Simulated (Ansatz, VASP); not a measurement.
**Two plane-wave programs on N**

```xyz
8
Lattice="5.8151 0.0000 0.0000 0.0000 5.8151 0.0000 0.0000 0.0000 5.8151" Properties=species:S:1:pos:R:3 pbc="T T T"
N     0.3716    0.3716    0.3716
N     2.5360    5.4435    3.2791
N     3.2791    2.5360    5.4435
N     5.4435    3.2791    2.5360
N     5.5484    5.5484    5.5484
N     3.1742    0.2667    2.6409
N     2.6409    3.1742    0.2667
N     0.2667    2.6409    3.1742
```

Alike in both runs: task relaxation of cell and atoms; functional PBE; k mesh 4 × 4 × 4; occupations gaussian, width 0.02 eV; no spin polarisation.

|  | VASP | Ansatz |
| --- | --- | --- |
| version | VASP 6.6.1 | Ansatz 0.2.0 |
| potentials or method | VASP PAW PBE potentials, release 64 (N_h), cutoff 910 eV | scalar-relativistic, plane waves, PAW |
| valence electrons in the cell | 40 | 40 |

|  | VASP | Ansatz | Ansatz less VASP |
| --- | --- | --- | --- |
| gap on the k mesh at the Fermi level, each at its own relaxed structure (eV) | 7.54 | 7.67 | +0.136 |
| relaxed volume (Å³/atom) | 25.06 | 28.51 | +3.453 |
| relaxed cell length with the largest relative difference (Å) | 5.853 | 6.110 | +0.2574 |

One of these differences is far larger than is usual between the two programs; its cause wasn't traced.

Noted on VASP's run: the cutoff is short for stress, so the pressure is rough.
